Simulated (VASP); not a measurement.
In:

```
In
1.0
     7.72444    0.00000    0.00000
     0.00000    7.72444    0.00000
     0.00000    0.00000    2.83243
In
6
Cartesian
  1.3656 2.4966 0.0000
  2.4966 6.3588 0.0000
  6.3588 5.2279 0.0000
  5.2279 1.3656 0.0000
  0.0000 0.0000 0.0000
  3.8622 3.8622 0.0000
```

The cell was built from a structure type or drawn by symmetry, and may not be a known phase.

* Program: VASP 6.6.1
* Task: relaxation of cell and atoms
* Functional: PBE
* Potentials or basis: VASP PAW PBE potentials, release 64 (In_d)
* Cutoff: 600 eV
* k mesh: 2 × 2 × 6
* Occupations: gaussian, width 0.1 eV
* Spin: no spin polarisation

At the start: pressure 7.3 GPa; volume 28.17 Å³/atom.

Task: Where does the relaxation end?

Result: Over 12 steps the energy falls by 215.7 meV/atom and the volume is 30.91 Å³/atom (+9.7 %); space group P4/mbm (No. 127, to 0.1 Å) before and after.

The path:
```tsv
step	energy change (eV)	largest force (eV/Å)	pressure (GPa)	volume (Å³)
1	0.0000	0.7351	7.30	169.00
2	-0.6480	0.3860	0.03	202.33
3	-0.6505	0.3686	-0.12	204.01
4	-0.6496	0.3377	-0.48	207.39
5	-0.6512	0.3573	-0.24	205.30
6	-0.6824	0.3622	-0.26	204.34
7	-0.7798	0.3846	-0.34	201.47
8	-1.0260	0.4090	-0.80	195.67
9	-1.2126	0.1198	0.77	183.90
10	-1.2463	0.2587	-0.32	188.90
11	-1.2610	0.1768	-0.03	187.32
12	-1.2941	0.0197	0.16	185.45
```

Final structure:
```xyz
6
Lattice="7.6616 0.0000 0.0000 0.0000 7.6616 0.0000 0.0000 0.0000 3.1593" Properties=species:S:1:pos:R:3 pbc="T T T"
In    1.0699    2.7609    0.0000
In    2.7609    6.5917    0.0000
In    6.5917    4.9007    0.0000
In    4.9007    1.0699    0.0000
In    0.0000    0.0000    3.1593
In    3.8308    3.8308    3.1593
```

Caveat: the k points lie up to 0.41 Å⁻¹ apart in the final cell, too coarse for converged energies and pressures of a metal.
